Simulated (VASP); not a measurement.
Crystal: Ge2Sb2S.

```
Ge Sb S
1.0
     5.63965    0.00000    0.00000
     0.00000    5.63965    0.00000
     0.00000    0.00000    3.91666
Ge Sb S
2 2 1
Direct
  0.00000 0.00000 0.00000
  0.50000 0.50000 0.50000
  0.00000 0.50000 0.00000
  0.50000 0.00000 0.00000
  0.50000 0.50000 0.00000
```

- Program: VASP 6.6.1
- Task: relaxation of cell and atoms
- Functional: PBE
- Potentials or basis: VASP PAW PBE potentials, release 64 (Ge_d, Sb, S)
- Cutoff: 600 eV
- k mesh: 4 × 4 × 4
- Occupations: gaussian, width 0.1 eV
- Spin: no spin polarisation

At the start: pressure 15.2 GPa; volume 24.91 Å³/atom.

Task: Where does the relaxation end?

Result: Over 12 steps the energy falls by 543.4 meV/atom and the volume is 31.92 Å³/atom (+28.1 %); space group P4/mmm (No. 123, to 0.05 Å).

The path:
```csv
step,energy change (eV),largest force (eV/Å),pressure (GPa),volume (Å³)
1,0.0000,0.0000,15.16,124.57
2,-2.6581,0.0000,-1.34,167.44
3,-2.5933,0.0000,0.74,151.59
4,-2.7086,0.0000,-0.01,159.10
5,-2.7103,0.0000,-0.65,162.80
6,-2.7148,0.0000,-0.41,161.17
7,-2.7142,0.0000,-0.27,160.43
8,-2.7163,0.0000,0.22,158.76
9,-2.7166,0.0000,0.09,159.15
10,-2.7166,0.0000,0.18,159.09
11,-2.7166,0.0000,0.11,159.13
12,-2.7172,0.0000,0.01,159.60
```

Final structure:
```yaml
crystal:
  lattice:
    - [5.63764, 0.00000, 0.00000]
    - [0.00000, 5.63764, 0.00000]
    - [0.00000, 0.00000, 5.02145]
  atoms:
    - { symbol: Ge, position: [0.00000, 0.00000, 0.00000] }
    - { symbol: Ge, position: [0.50000, 0.50000, 0.50000] }
    - { symbol: Sb, position: [0.00000, 0.50000, 0.00000] }
    - { symbol: Sb, position: [0.50000, 0.00000, 0.00000] }
    - { symbol: S, position: [0.50000, 0.50000, 0.00000] }
```

Caveat: the k points lie up to 0.31 Å⁻¹ apart in the final cell; the volume moved by over 15 % at a fixed basis, so the end points are rough.
